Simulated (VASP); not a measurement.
## C: single point with PBEsol+D3(BJ)

The system is C.

```
CELL_PARAMETERS angstrom
2.38023 0.00000 0.00000
-1.19011 2.06134 0.00000
0.00000 0.00000 7.01714
ATOMIC_POSITIONS crystal
C 0.00000 0.00000 0.00250
C 0.00000 0.00000 0.50250
C 0.33333 0.66667 0.00250
C 0.66667 0.33333 0.50250
```

```json
{
 "Program": "VASP 6.6.1",
 "Task": "single point",
 "Functional": "PBEsol",
 "Dispersion": "D3(BJ)",
 "Potentials or basis": "VASP PAW PBE potentials, release 64 (C)",
 "Cutoff": "520 eV",
 "k mesh": "21 × 21 × 8",
 "Occupations": "gaussian, width 0.15 eV",
 "Spin": "no spin polarisation"
}
```

The pressure is 31.5 GPa. The band gap on the k mesh is zero (bands 8 and 9 overlap by 0.02 eV) and the dispersion energy per atom is -0.102 eV.

Stress tensor (GPa, compression positive):
```
48.12  0.00  0.00
 0.00 48.12  0.00
 0.00  0.00 -1.75
```

Levels at points of the mesh, in eV from the Fermi level:
```csv
k point,band 6,band 7,band 8,band 9,band 10,band 11
"(0.00, 0.00, 0.00)",-2.92,-2.91,-2.91,3.32,8.96,9.02
"(0.00, 0.00, 0.50)",-2.92,-2.92,-2.92,5.63,5.63,9.03
```

It took 61 s on 1 thread of Intel(R) Xeon(R) 6975P-C (Granite Rapids), with other jobs on the host, peak memory 0.22 GiB.

Caveat: the cell stands under pressure; the PAW data sets were made with another functional, which shifts forces and pressure a little.
